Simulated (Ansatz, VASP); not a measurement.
# Cu in VASP and in Ansatz

File INCAR:

```
  ALGO = Fast
  EDIFF = 1E-7
  ENCUT = 520
  GGA = CA
  ISIF = 2
  ISMEAR = 1
  LASPH = T
  LCHARG = F
  LREAL = F
  LWAVE = F
  NBANDS = 36
  NELM = 100
  PREC = Accurate
  SIGMA = 0.1
```

The input KPOINTS:

```
k-points
0
Gamma
  6 6 19
```

File POSCAR:

```
Cu
1.0
    5.6033769384      0.0000007508      0.0072214387
    0.0000007508      5.6033814707     -0.0011651886
   -1.6787657495     -0.5607009944      1.7398438336
Cu
5
Direct
    0.0000000000      0.0000000000      0.0000000000
    0.2000000000      0.4000000000      0.0000000000
    0.4000000000      0.8000000000      0.0000000000
    0.6000000000      0.2000000000      0.0000000000
    0.8000000000      0.6000000000      0.0000000000
```

Input for Ansatz:

```yaml
crystal:
  lattice:
    - [5.6033769384, 7.508e-07, 0.0072214387]
    - [7.508e-07, 5.6033814707, -0.0011651886]
    - [-1.6787657495, -0.5607009944, 1.7398438336]
  atoms:
    - { symbol: Cu, position: [0.0, 0.0, 0.0] }
    - { symbol: Cu, position: [0.2, 0.4, 0.0] }
    - { symbol: Cu, position: [0.4, 0.8, 0.0] }
    - { symbol: Cu, position: [0.6, 0.2, 0.0] }
    - { symbol: Cu, position: [0.8, 0.6, 0.0] }
basis:
  ecutwfc: 420
kpoints:
  mp_grid: { grid: [6, 6, 19] }
hamiltonian:
  xc: lda
scf:
  occupations: { method: cold, width: 0.05 }
output:
  forces: true
  eigenvalues: true
  stress: true
```

Alike in both runs: task single point; functional LDA; k mesh 6 × 6 × 19; no spin polarisation.

```csv
,VASP,Ansatz
version,VASP 6.6.1,Ansatz 0.2.0
potentials or method,"VASP PAW LDA potentials, release 64 (Cu), cutoff 520 eV","scalar-relativistic, plane waves, PAW"
occupations,"methfessel-paxton of order 1, width 0.1 eV","cold, width 0.05 eV"
valence electrons in the cell,55,95
```

VASP gave:

* gap on the k mesh at the Fermi level (eV): none
* pressure (GPa): -0.1
* traceless stress, the component that is largest in VASP (GPa): 0.80

What did Ansatz give for the same quantities?

gap on the k mesh at the Fermi level (eV): none; pressure (GPa): -0.8; traceless stress, the component that is largest in VASP (GPa): 0.86.

LDA's correlation is that of Perdew and Zunger in VASP and of Perdew and Wang (1992) in Ansatz. A gap of «none» marks a metal or a gap that the smearing closes. VASP's potentials hold 55 valence electrons a cell and Ansatz's 95, so a difference there can come from the potentials and not from the codes.
